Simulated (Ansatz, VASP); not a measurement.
## Two plane-wave programs on ZnSe

INCAR

```
SYSTEM = ZnSe
PREC     = Accurate       ! precision mode
ENCUT    = 520            ! plane-wave cutoff, eV
EDIFF    = 1E-6           ! SCF threshold, eV
ISMEAR   = 0              ! smearing method
SIGMA    = 0.05           ! smearing width, eV
LREAL    = .FALSE.        ! projectors in reciprocal space
LASPH    = .TRUE.         ! aspherical terms in the spheres
NELM     = 100            ! most SCF steps
ALGO     = Normal         ! electronic algorithm
ISIF     = 2              ! what is computed and relaxed
LWAVE    = .FALSE.        ! write WAVECAR
LCHARG   = .FALSE.        ! write CHGCAR
GGA      = PS             ! functional
NBANDS   = 26             ! bands
```

Contents of KPOINTS:

```
regular mesh
0
G
  8 8 6
  0 0 0
```

File POSCAR:

```
ZnSe
1.0
    3.9625030235      0.0000000000      0.0000000000
    0.0000000000      3.9625030235      0.0000000000
    0.0000000000      0.0000000000      5.4412877586
Zn Se
2 2
Direct
    0.0000000000      0.0000000000      0.0000000000
    0.5000000000      0.5000000000      0.0000000000
    0.0000000000      0.5000000000      0.2862553369
    0.5000000000      0.0000000000      0.7137446631
```

Input for Ansatz:

```yaml
crystal:
  lattice:
    - [3.9625030235, 0.0, 0.0]
    - [0.0, 3.9625030235, 0.0]
    - [0.0, 0.0, 5.4412877586]
  atoms:
    - { symbol: Zn, position: [0.0, 0.0, 0.0] }
    - { symbol: Zn, position: [0.5, 0.5, 0.0] }
    - { symbol: Se, position: [0.0, 0.5, 0.2862553369] }
    - { symbol: Se, position: [0.5, 0.0, 0.7137446631] }
basis:
  ecutwfc: 520.0
kpoints:
  mp_grid: { grid: [8, 8, 6] }
hamiltonian:
  xc: pbesol
  pseudopotentials: { kind: paw, azcp: { folder: soft_1 } }
scf:
  occupations: { method: gaussian, width: 0.05 }
output:
  forces: true
  stress: true
  eigenvalues: true
```

Alike in both runs: task single point; functional PBEsol; k mesh 8 × 8 × 6; occupations gaussian, width 0.05 eV; no spin polarisation.

```csv
,VASP,Ansatz
version,VASP 6.6.1,Ansatz 0.2.0
potentials or method,"VASP PAW PBE potentials, release 64 (Zn, Se), cutoff 520 eV","scalar-relativistic, plane waves, PAW"
valence electrons in the cell,36,56
```

|  | VASP | Ansatz | Ansatz less VASP |
| --- | --- | --- | --- |
| gap on the k mesh at the Fermi level (eV) | 1.44 | 1.43 | -0.007 |
| least direct gap on the mesh (eV) | 1.44 | 1.43 | -0.007 |
| pressure (GPa) | -0.1 | -0.4 | -0.29 |
| traceless stress, the component that is largest in VASP (GPa) | -1.67 | -1.69 | -0.024 |
| rms of the force components (eV/Å) | 0.197 | 0.217 | +0.0207 |

VASP's potentials were made for PBE, not for PBEsol, and Ansatz warns of the same on its side. Atom by atom the forces differ by 0.021 eV/Å (rms over components). VASP's potentials hold 36 valence electrons a cell and Ansatz's 56, so a difference there can come from the potentials and not from the codes.
